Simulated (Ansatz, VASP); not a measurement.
K in VASP and in Ansatz

```xyz
3
Lattice="7.6913 0.0000 0.0000 -3.8457 6.6609 0.0000 0.0000 0.0000 4.5691" Properties=species:S:1:pos:R:3 pbc="T T T"
K     3.8457    6.6609    4.5691
K     0.0000    4.4406    2.2846
K     3.8457    2.2203    2.2846
```

Alike in both runs: task single point; functional RPBE; k mesh 6 × 6 × 8; occupations fermi-dirac, width 0.1 eV; no spin polarisation.

|  | VASP | Ansatz |
| --- | --- | --- |
| version | VASP 6.6.1 | Ansatz 0.2.0 |
| potentials or method | VASP PAW PBE potentials, release 64 (K_sv), cutoff 520 eV | plane waves (420 eV) with PAW, scalar-relativistic |
| valence electrons in the cell | 27 | 27 |

|  | VASP | Ansatz | Ansatz less VASP |
| --- | --- | --- | --- |
| pressure (GPa) | 0.1 | 0.1 | +0.01 |

VASP's potentials were made for PBE, not for RPBE.
